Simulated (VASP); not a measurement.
# CdInS2 (P-3m1) in VASP: notebook

Runs on CdInS2. Level: PBE. Tasks: single point.

Everything below comes from runs of VASP 6.6.1. Logs are shortened: lines on timing, memory, paths and dates and some standing lists are left out, and cuts for length are marked.

## 1. The cell of the first run

It takes space group P-3m1 (No. 164, trigonal). Conventional cell: a = 3.808 Å, b = 3.808 Å, c = 7.036 Å, α = 90.00°, β = 90.00°, γ = 120.00°. Cd (site symmetry -3m) has 6 S at 2.95 Å and 2 In at 3.52 Å and 6 Cd at 3.81 Å within 3.9 Å. In (site symmetry -3m) has 6 S at 2.69 Å and 2 Cd at 3.52 Å within 3.6 Å. Within 3.6 Å of S (site symmetry 3m) lie 3 In at 2.69 Å and 3 Cd at 2.95 Å.

## 2. Single point, PBE

INCAR

```
ALGO = Normal
EDIFF = 1E-6
ENCUT = 520
GGA = PE
ISIF = 2
ISMEAR = 0
LASPH = T
LCHARG = F
LREAL = F
LWAVE = F
NBANDS = 26
NELM = 100
PREC = Accurate
SIGMA = 0.15
```

KPOINTS

```
k-points
0
Gamma
  12 12 6
```

POSCAR

```
CdInS2
1.0
    3.8084606644      0.0000000000      0.0000000000
   -1.9042303322      3.2982236847      0.0000000000
    0.0000000000      0.0000000000      7.0361310776
Cd In S
1 1 2
Direct
    0.0000000000      0.0000000000      0.0000000000
    0.0000000000      0.0000000000      0.5000000000
    0.6666666667      0.3333333333      0.7211797945
    0.3333333333      0.6666666667      0.2788202055
```

Potentials or basis: VASP PAW PBE potentials, release 64 (Cd, In_d, S).

Command:

```sh
> cat potpaw_PBE.64/Cd/POTCAR potpaw_PBE.64/In_d/POTCAR potpaw_PBE.64/S/POTCAR > POTCAR
> mpirun -np 1 vasp_std > vasp.out
```

OUTCAR:

```text
EDIFF = 1E-6
   ENCUT = 520
   GGA = PE
   ISIF = 2
   ISMEAR = 0
   LASPH = T
   LREAL = F
   NELM = 100
   PREC = Accurate

 ion  position               nearest neighbor table
   1  0.000  0.000  0.000-   3 2.95   4 2.95   3 2.95   4 2.95   3 2.95   4 2.95   2 3.52   2 3.52

   2  0.000  0.000  0.500-   3 2.69   4 2.69   3 2.69   4 2.69   3 2.69   4 2.69   1 3.52   1 3.52

   3  0.667  0.333  0.721-   2 2.69   2 2.69   2 2.69   1 2.95   1 2.95   1 2.95
   4  0.333  0.667  0.279-   2 2.69   2 2.69   2 2.69   1 2.95   1 2.95   1 2.95

  LATTYP: Found a hexagonal cell.
 ALAT       =     3.8084606644
 C/A-ratio  =     1.8475000000

  Lattice vectors:

 A1 = (   3.8084606644,   0.0000000000,   0.0000000000)
 A2 = (  -1.9042303322,   3.2982236847,   0.0000000000)
 A3 = (   0.0000000000,   0.0000000000,   7.0361310776)

Analysis of symmetry for initial positions (statically):
=====================================================================
 Subroutine PRICEL returns:
 Original cell was already a primitive cell.

 Routine SETGRP: Setting up the symmetry group for a
 hexagonal supercell.

 Subroutine GETGRP returns: Found 12 space group operations
 (whereof 12 operations were pure point group operations)
 out of a pool of 24 trial point group operations.

The static configuration has the point symmetry D_3d.

Analysis of symmetry for dynamics (positions and initial velocities):
=====================================================================
 Subroutine PRICEL returns:
 Original cell was already a primitive cell.

 Routine SETGRP: Setting up the symmetry group for a
 hexagonal supercell.

 Subroutine GETGRP returns: Found 12 space group operations
 (whereof 12 operations were pure point group operations)
 out of a pool of 24 trial point group operations.

The dynamic configuration has the point symmetry D_3d.

 Subroutine INISYM returns: Found 12 space group operations
 (whereof 12 operations are pure point group operations),
 and found     1 'primitive' translations

----------------------------------------------------------------------------------------

                                     Primitive cell

  volume of cell :      88.3819

  direct lattice vectors                    reciprocal lattice vectors
     3.808460664  0.000000000  0.000000000     0.262573278  0.151596753  0.000000000
    -1.904230332  3.298223685  0.000000000     0.000000000  0.303193505  0.000000000
     0.000000000  0.000000000  7.036131078     0.000000000  0.000000000  0.142123560

  length of vectors
     3.808460664  3.808460664  7.036131078     0.303193505  0.303193505  0.142123560

  position of ions in fractional coordinates (direct lattice)
     0.000000000  0.000000000  0.000000000
     0.000000000  0.000000000  0.500000000
     0.666666667  0.333333333  0.721179795
     0.333333333  0.666666667  0.278820205

  ion indices of the primitive-cell ions
   primitive index   ion index
                 1           1
                 2           2
                 3           3
                 4           4

----------------------------------------------------------------------------------------

 KPOINTS: k-points

Automatic generation of k-mesh.
 Grid dimensions read from file:
 generate k-points for:   12   12    6

 Generating k-lattice:

  Cartesian coordinates                     Fractional coordinates (reciprocal lattice)
     0.021881106  0.012633063  0.000000000     0.083333333  0.000000000  0.000000000
     0.000000000  0.025266125  0.000000000     0.000000000  0.083333333  0.000000000
     0.000000000  0.000000000  0.023687260     0.000000000  0.000000000  0.166666667

  Length of vectors
     0.025266125  0.025266125  0.023687260

  Shift w.r.t. Gamma in fractional coordinates (k-lattice)
     0.000000000  0.000000000  0.000000000

 Subroutine IBZKPT returns following result:
 ===========================================

 Found    100 irreducible k-points:

 Following reciprocal coordinates:
            Coordinates               Weight
  0.000000  0.000000  0.000000      1.000000
  0.083333 -0.000000  0.000000      6.000000
  0.166667 -0.000000  0.000000      6.000000
  0.250000  0.000000  0.000000      6.000000
  0.333333  0.000000  0.000000      6.000000
  0.416667  0.000000  0.000000      6.000000
[... 16 lines left out ...]
  0.166667 -0.000000  0.166667      6.000000
  0.000000  0.166667  0.166667      6.000000
 [... further k-points ...]
   k-points           NKPTS =    100   k-points in BZ     NKDIM =    100   number of bands    NBANDS=     26
   number of dos      NEDOS =    301   number of ions     NIONS =      4
   total plane-waves  NPLWV =  42336
   dimension x,y,z NGX =    28 NGY =   28 NGZ =   54
   dimension x,y,z NGXF=    56 NGYF=   56 NGZF=  108
   ions per type =               1   1   2
   NGX,Y,Z   is equivalent  to a cutoff of  12.22, 12.22, 12.76 a.u.
   NGXF,Y,Z  is equivalent  to a cutoff of  24.44, 24.44, 25.52 a.u.
 SYSTEM =  unknown system
   PREC   = accura    normal or accurate (medium, high low for compatibility)
   ISTART =      0    job   : 0-new  1-cont  2-samecut
   ICHARG =      2    charge: 1-file 2-atom 10-const
   ISPIN  =      1    spin polarized calculation?
   LNONCOLLINEAR =      F non collinear calculations
   LSORBIT =      F    spin-orbit coupling
   LASPH  =      T    aspherical Exc in radial PAW
   ENCUT  =  520.0 eV  38.22 Ry    6.18 a.u.   7.08  7.08 13.08*2*pi/ulx,y,z
   NELM   =    100;   NELMIN=  2; NELMDL= -5     # of ELM steps
   EDIFF  = 0.1E-05   stopping-criterion for ELM
   LREAL  =      F    real-space projection
[... 7 lines left out ...]
   TEBEG  =    0.0;   TEEND  =   0.0 temperature during run
   PSTRESS=    0.0 pullay stress
   NELECT =      37.0000    total number of electrons
   NUPDOWN=      -1.0000    fix difference up-down
   EMIN   =  10.00;   EMAX   =-10.00  energy-range for DOS
   EFERMI =   0.00;   METHOD = LEGACY
   ISMEAR =     0;   SIGMA  =   0.15  broadening in eV -4-tet -1-fermi 0-gaus
   EFERMI_NEDOS =   21; number of points for ismear=-14 and -15
   IALGO  =     38    algorithm
   IMIX   =      4    mixing-type and parameters
     AMIX     =   0.40;   BMIX     =  1.00
     AMIX_MAG =   1.60;   BMIX_MAG =  1.00
  volume/ion in A,a.u.               =      22.10       149.11
  Fermi-wavevector in a.u.,A,eV,Ry     =   1.224675  2.314300 20.406415  1.499829
  Thomas-Fermi vector in A             =   2.359741
   LORBIT       =      0    0 simple, 1 ext, 2 COOP (PROOUT), +10 PAW based schemes
   GGA     = PE    functional components
   LHFCALC =     F    Hartree Fock is set to
   AEXX    =    0.0000 exact exchange contribution
   IVDW    =     0    specifies the selected vdW correction
   LEPSILON=     F    determine dielectric tensor
   LRPA    =     F    only Hartree local field effects (RPA)
 non-spin polarized calculation
 Gauss-broadening in eV      SIGMA  =   0.15
  energy-cutoff  :      520.00
  volume of cell :       88.38
 maximum number of plane-waves:      2409
   NGX = 15   NGY = 15   NGZ = 27

 number of electron      37.0000013 magnetization

 Free energy of the ion-electron system (eV)
  ---------------------------------------------------
  ext. energy  EPLUGINS =         0.00000000
  ---------------------------------------------------
  free energy    TOTEN  =       -12.88802282 eV

  energy without entropy =      -12.87194911  energy(sigma->0) =      -12.87998596

 E-fermi :   5.4320     XC(G=0): -10.0586

 val. band max:        5.4240103081   @ k =   0.2500   0.1667   0.0000
 cond. band min:       5.4354886239   @ k =   0.3333   0.0833   0.0000
 fundamental gap:      0.0114783158
 Fermi energy:         5.4320170662

 k-point     1 :       0.0000    0.0000    0.0000
  band No.  band energies     occupation
      1      -9.5865      2.00000
      2      -9.5865      2.00000
      3      -9.5532      2.00000
      4      -9.4747      2.00000
      5      -9.4747      2.00000
      6      -8.9319      2.00000
[... 18 lines left out ...]
     25      12.8026      0.00000
     26      12.8027      0.00000

 k-point     2 :       0.0833   -0.0000    0.0000
  band No.  band energies     occupation
      1      -9.6193      2.00000
      2      -9.5806      2.00000
      3      -9.5470      2.00000
      4      -9.4836      2.00000
      5      -9.4740      2.00000
      6      -8.8753      2.00000
[... 18 lines left out ...]
     25      12.3355      0.00000
     26      12.3697      0.00000

 k-point     3 :       0.1667   -0.0000    0.0000
  band No.  band energies     occupation
      1      -9.7089      2.00000
      2      -9.5666      2.00000
      3      -9.5328      2.00000
      4      -9.4955      2.00000
      5      -9.4699      2.00000
      6      -8.7068      2.00000
[... 18 lines left out ...]
     25      11.7758      0.00000
     26      11.9201      0.00000

 k-point     4 :       0.2500    0.0000    0.0000
  band No.  band energies     occupation
      1      -9.8184      2.00000
      2      -9.5538      2.00000
      3      -9.5277      2.00000
      4      -9.4927      2.00000
      5      -9.4578      2.00000
      6      -8.4434      2.00000
[... 18 lines left out ...]
     25      11.2515      0.00000
     26      12.2794      0.00000

 k-point     5 :       0.3333    0.0000    0.0000
  band No.  band energies     occupation
      1      -9.9140      2.00000
      2      -9.5484      2.00000
      3      -9.5358      2.00000
      4      -9.4763      2.00000
      5      -9.4378      2.00000
      6      -8.1296      2.00000
[... 18 lines left out ...]
     25      11.3584      0.00000
     26      13.0294      0.00000

 k-point     6 :       0.4167    0.0000    0.0000
  band No.  band energies     occupation
      1      -9.9770      2.00000
      2      -9.5478      2.00000
      3      -9.5435      2.00000
      4      -9.4625      2.00000
      5      -9.4195      2.00000
      6      -7.8489      2.00000
[... 427 lines left out ...]
 k-point    21 :       0.0833   -0.0000    0.1667
  band No.  band energies     occupation
      1      -9.6200      2.00000
      2      -9.5805      2.00000
      3      -9.5467      2.00000
      4      -9.4837      2.00000
      5      -9.4740      2.00000
      6      -8.8449      2.00000
[... 18 lines left out ...]
     25      12.0137      0.00000
     26      12.2004      0.00000

 k-point    22 :       0.0000    0.0833    0.1667
  band No.  band energies     occupation
      1      -9.6195      2.00000
      2      -9.5806      2.00000
      3      -9.5466      2.00000
      4      -9.4837      2.00000
      5      -9.4739      2.00000
      6      -8.8470      2.00000
[... 18 lines left out ...]
     25      11.8668      0.00000
     26      12.3048      0.00000

 k-point    23 :       0.1667   -0.0000    0.1667
  band No.  band energies     occupation
      1      -9.7111      2.00000
      2      -9.5666      2.00000
      3      -9.5327      2.00000
      4      -9.4954      2.00000
      5      -9.4699      2.00000
      6      -8.6748      2.00000
[... 18 lines left out ...]
     25      11.6686      0.00000
     26      11.7281      0.00000

 k-point    24 :       0.0000    0.1667    0.1667
  band No.  band energies     occupation
      1      -9.7087      2.00000
      2      -9.5666      2.00000
      3      -9.5321      2.00000
      4      -9.4956      2.00000
      5      -9.4699      2.00000
      6      -8.6864      2.00000
[... 18 lines left out ...]
     25      11.5079      0.00000
     26      12.1152      0.00000

 [... further k-points ...]
[... 5 lines left out ...]
  --------------------------------------------------------------------------------------
  -------------------------------------------------------------------------------------
  Total        0.7808440      0.7808440     -0.2406332      0.0000000      0.0000000      0.0000000
  in kB       14.1550481     14.1550481     -4.3621703      0.0000000      0.0000000      0.0000000
  external PRESSURE =       7.9826419 kB  Pullay stress =       0.0000000 kB

 VOLUME and BASIS-vectors are now :
 -----------------------------------------------------------------------------
  energy-cutoff  :      520.00
  volume of cell :       88.38
      direct lattice vectors                 reciprocal lattice vectors
     3.808460664  0.000000000  0.000000000     0.262573278  0.151596753  0.000000000
    -1.904230332  3.298223685  0.000000000     0.000000000  0.303193505  0.000000000
     0.000000000  0.000000000  7.036131078     0.000000000  0.000000000  0.142123560

 POSITION                                       TOTAL-FORCE (eV/Angst)
 -----------------------------------------------------------------------------------
      0.00000      0.00000      0.00000        -0.000000      0.000000      0.000000
      0.00000      0.00000      3.51807        -0.000000      0.000000      0.000000
      1.90423      1.09941      5.07432        -0.000000      0.000000      0.625475
     -0.00000      2.19882      1.96182         0.000000     -0.000000     -0.625475
 -----------------------------------------------------------------------------------
    total drift:                               -0.000000     -0.000000      0.000000

  FREE ENERGIE OF THE ION-ELECTRON SYSTEM (eV)
  ---------------------------------------------------
  free  energy   TOTEN  =       -12.8880228172 eV

  energy  without entropy=      -12.8719491095  energy(sigma->0) =      -12.87998596
```

Wall time 5.2 min (1 thread of Intel Xeon 8259CL, shared host); peak memory 0.36 GiB.

What came out:

* Free energy: -12.8880 eV
* Pressure: 0.8 GPa
* Largest force: 0.625 eV/Å
* Band gap on the k mesh: zero (an odd number of electrons rules out a gap without spin polarisation)

Forces on the atoms (eV/Å):
```
Cd   0.000  0.000  0.000
In   0.000  0.000  0.000
S    0.000  0.000  0.625
S    0.000  0.000 -0.625
```

Caveat: spin-orbit coupling is left out, which moves the levels of the heavy elements; an odd number of electrons without spin polarisation forces a metal; a magnetic or distorted state may lie lower.

[end of part 1 of 3]
